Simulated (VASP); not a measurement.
# Si in VASP: a series of runs

Runs on Si. Level: PBE. Tasks: single point.

Program: VASP 6.6.1. These are calculated values, not measurements. Logs are shortened: lines on timing, memory, paths and dates and some standing lists are left out, and cuts for length are marked.

## Step 1: The cell of the first run

The cell holds a slab with vacuum, 4 atoms: a = 3.869 Å, b = 3.869 Å, c = 12.850 Å, α = 90.00°, β = 90.00°, γ = 120.00°.

## Step 2: Single point, PBE

Input file INCAR:

```
ALGO = Normal
DIPOL = 0.5 0.5 0.500
EDIFF = 1E-7
ENCUT = 520
GGA = PE
IDIPOL = 3
ISIF = 2
ISMEAR = -1
LASPH = T
LCHARG = F
LDIPOL = T
LREAL = F
LWAVE = F
NBANDS = 16
NELM = 100
PREC = Accurate
SIGMA = 0.02
```

Input file KPOINTS:

```
k-points
0
Gamma
  9 9 1
```

Input file POSCAR:

```
Si
1.0
    3.8685410222      0.0000000000      0.0000000000
   -1.9342705111      3.3502548008      0.0000000000
    0.0000000000      0.0000000000     12.8495000000
Si
4
Direct
    0.1666666667      0.3333333333      0.3502097737
    0.5000000000      1.0000000000      0.4016452942
    0.5000000000      1.0000000000      0.5983548552
    0.8333333333      0.6666666667      0.6497902263
```

Potentials or basis: VASP PAW PBE potentials, release 64 (Si).

Command:

```
cat potpaw_PBE.64/Si/POTCAR > POTCAR
mpirun -np 1 vasp_std > vasp.out
```

OUTCAR:

```text
EDIFF = 1E-7
   ENCUT = 520
   GGA = PE
   ISIF = 2
   ISMEAR = -1
   LASPH = T
   LREAL = F
   NELM = 100
   PREC = Accurate

 ion  position               nearest neighbor table
   1  0.167  0.333  0.350-   2 2.33   2 2.33   2 2.33
   2  0.500  0.000  0.402-   1 2.33   1 2.33   1 2.33   3 2.53
   3  0.500  0.000  0.598-   4 2.33   4 2.33   4 2.33   2 2.53
   4  0.833  0.667  0.650-   3 2.33   3 2.33   3 2.33

  LATTYP: Found a hexagonal cell.
 ALAT       =     3.8685410222
 C/A-ratio  =     3.3215364465

  Lattice vectors:

 A1 = (   3.8685410222,   0.0000000000,   0.0000000000)
 A2 = (  -1.9342705111,   3.3502548008,   0.0000000000)
 A3 = (   0.0000000000,   0.0000000000,  12.8495000000)

Analysis of symmetry for initial positions (statically):
=====================================================================
 Subroutine PRICEL returns:
 Original cell was already a primitive cell.

 Routine SETGRP: Setting up the symmetry group for a
 hexagonal supercell.

 Subroutine GETGRP returns: Found 12 space group operations
 (whereof  4 operations were pure point group operations)
 out of a pool of 24 trial point group operations.

The static configuration has the point symmetry C_2h.
 The point group associated with its full space group is D_3d.

Analysis of symmetry for dynamics (positions and initial velocities):
=====================================================================
 Subroutine PRICEL returns:
 Original cell was already a primitive cell.

 Routine SETGRP: Setting up the symmetry group for a
 hexagonal supercell.

 Subroutine GETGRP returns: Found 12 space group operations
 (whereof  4 operations were pure point group operations)
 out of a pool of 24 trial point group operations.

The dynamic configuration has the point symmetry C_2h.
 The point group associated with its full space group is D_3d.

 Subroutine INISYM returns: Found 12 space group operations
 (whereof  4 operations are pure point group operations),
 and found     1 'primitive' translations

----------------------------------------------------------------------------------------

                                     Primitive cell

  volume of cell :     166.5372

  direct lattice vectors                    reciprocal lattice vectors
     3.868541022  0.000000000  0.000000000     0.258495385  0.149242380  0.000000000
    -1.934270511  3.350254801  0.000000000     0.000000000  0.298484760  0.000000000
     0.000000000  0.000000000 12.849500000     0.000000000  0.000000000  0.077824040

  length of vectors
     3.868541022  3.868541022 12.849500000     0.298484760  0.298484760  0.077824040

  position of ions in fractional coordinates (direct lattice)
     0.166666667  0.333333333  0.350209774
     0.500000000  0.000000000  0.401645294
     0.500000000  0.000000000  0.598354855
     0.833333333  0.666666667  0.649790226

  ion indices of the primitive-cell ions
   primitive index   ion index
                 1           1
                 2           2
                 3           3
                 4           4

----------------------------------------------------------------------------------------

 KPOINTS: k-points

Automatic generation of k-mesh.
 Grid dimensions read from file:
 generate k-points for:    9    9    1

 Generating k-lattice:

  Cartesian coordinates                     Fractional coordinates (reciprocal lattice)
     0.028721709  0.016582487  0.000000000     0.111111111 -0.000000000  0.000000000
     0.000000000  0.033164973  0.000000000     0.000000000  0.111111111  0.000000000
     0.000000000  0.000000000  0.077824040     0.000000000  0.000000000  1.000000000

  Length of vectors
     0.033164973  0.033164973  0.077824040

  Shift w.r.t. Gamma in fractional coordinates (k-lattice)
     0.000000000  0.000000000  0.000000000

 Subroutine IBZKPT returns following result:
 ===========================================

 Found     12 irreducible k-points:

 Following reciprocal coordinates:
            Coordinates               Weight
  0.000000  0.000000  0.000000      1.000000
  0.111111  0.000000  0.000000      6.000000
  0.222222 -0.000000  0.000000      6.000000
  0.333333  0.000000  0.000000      6.000000
  0.444444 -0.000000  0.000000      6.000000
  0.111111  0.111111  0.000000      6.000000
  0.222222  0.111111  0.000000     12.000000
  0.333333  0.111111  0.000000     12.000000
  0.444444  0.111111  0.000000      6.000000
  0.222222  0.222222  0.000000      6.000000
  0.333333  0.222222  0.000000     12.000000
  0.333333  0.333333  0.000000      2.000000
   k-points           NKPTS =     12   k-points in BZ     NKDIM =     12   number of bands    NBANDS=     16
   number of dos      NEDOS =    301   number of ions     NIONS =      4
   total plane-waves  NPLWV =  86400
   dimension x,y,z NGX =    30 NGY =   30 NGZ =   96
   dimension x,y,z NGXF=    60 NGYF=   60 NGZF=  192
   ions per type =               4
   NGX,Y,Z   is equivalent  to a cutoff of  12.89, 12.89, 12.42 a.u.
   NGXF,Y,Z  is equivalent  to a cutoff of  25.78, 25.78, 24.84 a.u.
 SYSTEM =  unknown system
   PREC   = accura    normal or accurate (medium, high low for compatibility)
   ISTART =      0    job   : 0-new  1-cont  2-samecut
   ICHARG =      2    charge: 1-file 2-atom 10-const
   ISPIN  =      1    spin polarized calculation?
   LNONCOLLINEAR =      F non collinear calculations
   LSORBIT =      F    spin-orbit coupling
   LASPH  =      T    aspherical Exc in radial PAW
   ENCUT  =  520.0 eV  38.22 Ry    6.18 a.u.   7.19  7.19 23.89*2*pi/ulx,y,z
   NELM   =    100;   NELMIN=  2; NELMDL= -5     # of ELM steps
   EDIFF  = 0.1E-06   stopping-criterion for ELM
   LREAL  =      F    real-space projection
   EDIFFG = 0.1E-05   stopping-criterion for IOM
   NSW    =      0    number of steps for IOM
   IBRION =     -1    ionic relax: 0-MD 1-quasi-New 2-CG
   NFREE  =      0    steps in history (QN), initial steepest desc. (CG)
   ISIF   =      2    stress and relaxation
   ISYM   =      2    0-nonsym 1-usesym 2-fastsym
   POTIM  = 0.5000    time-step for ionic-motion
   TEBEG  =    0.0;   TEEND  =   0.0 temperature during run
   PSTRESS=    0.0 pullay stress
   NELECT =      16.0000    total number of electrons
   NUPDOWN=      -1.0000    fix difference up-down
   EMIN   =  10.00;   EMAX   =-10.00  energy-range for DOS
   EFERMI =   0.00;   METHOD = LEGACY
   ISMEAR =    -1;   SIGMA  =   0.02  broadening in eV -4-tet -1-fermi 0-gaus
   EFERMI_NEDOS =   21; number of points for ismear=-14 and -15
   IALGO  =     38    algorithm
   IMIX   =      4    mixing-type and parameters
     AMIX     =   0.40;   BMIX     =  1.00
     AMIX_MAG =   1.60;   BMIX_MAG =  1.00
  volume/ion in A,a.u.               =      41.63       280.96
  Fermi-wavevector in a.u.,A,eV,Ry     =   0.749798  1.416913  7.649159  0.562197
  Thomas-Fermi vector in A             =   1.846401
   LORBIT       =      0    0 simple, 1 ext, 2 COOP (PROOUT), +10 PAW based schemes
   GGA     = PE    functional components
   LHFCALC =     F    Hartree Fock is set to
   AEXX    =    0.0000 exact exchange contribution
   IVDW    =     0    specifies the selected vdW correction
   LEPSILON=     F    determine dielectric tensor
   LRPA    =     F    only Hartree local field effects (RPA)
 non-spin polarized calculation
  energy-cutoff  :      520.00
  volume of cell :      166.54
 maximum number of plane-waves:      4515
 NGX is ok and might be reduce to    30
   NGX = 15   NGY = 15   NGZ = 47

 number of electron      16.0000002 magnetization

 dipolmoment           0.000000      0.000000     -0.000008 electrons x Angstroem

 Free energy of the ion-electron system (eV)
  ---------------------------------------------------
  ext. energy  EPLUGINS =         0.00000000
  ---------------------------------------------------
  free energy    TOTEN  =       -19.65930404 eV

  energy without entropy =      -19.65686746  energy(sigma->0) =      -19.65808575

 E-fermi :   0.2579     XC(G=0):  -5.6382

 val. band max:        0.2368820054   @ k =   0.3333   0.3333   0.0000
 cond. band min:       0.6396933244   @ k =   0.3333   0.2222   0.0000
 fundamental gap:      0.4028113190
 Fermi energy:         0.2579185815

 k-point     1 :       0.0000    0.0000    0.0000
  band No.  band energies     occupation
      1     -10.9811      2.00000
      2      -9.9211      2.00000
      3      -4.5540      2.00000
      4      -1.1025      2.00000
      5      -0.6896      2.00000
      6      -0.6896      2.00000
[... 8 lines left out ...]
     15       3.6994      0.00000
     16       4.8776      0.00000

 k-point     2 :       0.1111    0.0000    0.0000
  band No.  band energies     occupation
      1     -10.8389      2.00000
      2      -9.7788      2.00000
      3      -4.4945      2.00000
      4      -1.7128      2.00000
      5      -1.3339      2.00000
      6      -0.9751      2.00000
[... 8 lines left out ...]
     15       4.3140      0.00000
     16       5.0046      0.00000

 k-point     3 :       0.2222   -0.0000    0.0000
  band No.  band energies     occupation
      1     -10.4191      2.00000
      2      -9.3589      2.00000
      3      -4.5868      2.00000
      4      -3.1502      2.00000
      5      -2.7451      2.00000
      6      -1.4972      2.00000
[... 8 lines left out ...]
     15       5.6299      0.00000
     16       5.6377      0.00000
[... 134 lines left out ...]
 k-point    11 :       0.3333    0.2222    0.0000
  band No.  band energies     occupation
      1      -8.6023      2.00000
      2      -7.5955      2.00000
      3      -6.7507      2.00000
      4      -6.0852      2.00000
      5      -3.4888      2.00000
      6      -3.1807      2.00000
[... 8 lines left out ...]
     15       6.3550      0.00000
     16       6.5733      0.00000

 k-point    12 :       0.3333    0.3333    0.0000
  band No.  band energies     occupation
      1      -8.1501      2.00000
      2      -7.1261      2.00000
      3      -7.1260      2.00000
      4      -6.5277      2.00000
      5      -3.7372      2.00000
      6      -3.7371      2.00000
[... 8 lines left out ...]
     15       6.5694      0.00000
     16       7.1811      0.00000

------------------------ aborting loop because EDIFF is reached ----------------------------------------

 vacuum level on the upper side and lower side of the slab       (xc-potential included)        -0.578        -0.578

  FORCE on cell =-STRESS in cart. coord.  units (eV):
  Direction    XX          YY          ZZ          XY          YZ          ZX
  --------------------------------------------------------------------------------------
  -------------------------------------------------------------------------------------
  Total       -0.5120699     -0.5120699     -0.0292898      0.0000000      0.0000000     -0.0000000
  in kB       -4.9263870     -4.9263870     -0.2817837      0.0000000      0.0000000     -0.0000000
  external PRESSURE =      -3.3781859 kB  Pullay stress =       0.0000000 kB

 VOLUME and BASIS-vectors are now :
 -----------------------------------------------------------------------------
  energy-cutoff  :      520.00
  volume of cell :      166.54
      direct lattice vectors                 reciprocal lattice vectors
     3.868541022  0.000000000  0.000000000     0.258495385  0.149242380  0.000000000
    -1.934270511  3.350254801  0.000000000     0.000000000  0.298484760  0.000000000
     0.000000000  0.000000000 12.849500000     0.000000000  0.000000000  0.077824040

 POSITION                                       TOTAL-FORCE (eV/Angst)
 -----------------------------------------------------------------------------------
      0.00000      1.11675      4.50002        -0.000000     -0.000000      0.013872
      1.93427      0.00000      5.16094        -0.000000      0.000000     -0.002633
      1.93427      0.00000      7.68856         0.000000      0.000000      0.002633
      1.93427      2.23350      8.34948         0.000000     -0.000000     -0.013872
 -----------------------------------------------------------------------------------
    total drift:                                0.000000     -0.000000     -0.000421

  FREE ENERGIE OF THE ION-ELECTRON SYSTEM (eV)
  ---------------------------------------------------
  free  energy   TOTEN  =       -19.6593040386 eV

  energy  without entropy=      -19.6568674626  energy(sigma->0) =      -19.65808575

 vacuum level on the upper side and lower side of the slab         4.543         4.543
```

Run time: 24 s. Hardware: 1 thread of Intel Xeon 6975P-C (Granite Rapids), shared host; peak memory 0.27 GiB.

Results:

* Free energy: -19.6593 eV
* Largest force: 0.014 eV/Å
* Band gap on the k mesh: zero (filled and empty bands touch)

Forces in eV/Å, atoms in the order of the input:
```
Si   0.000  0.000  0.014
Si   0.000  0.000 -0.003
Si   0.000  0.000  0.003
Si   0.000  0.000 -0.014
```

[end of part 1 of 2]
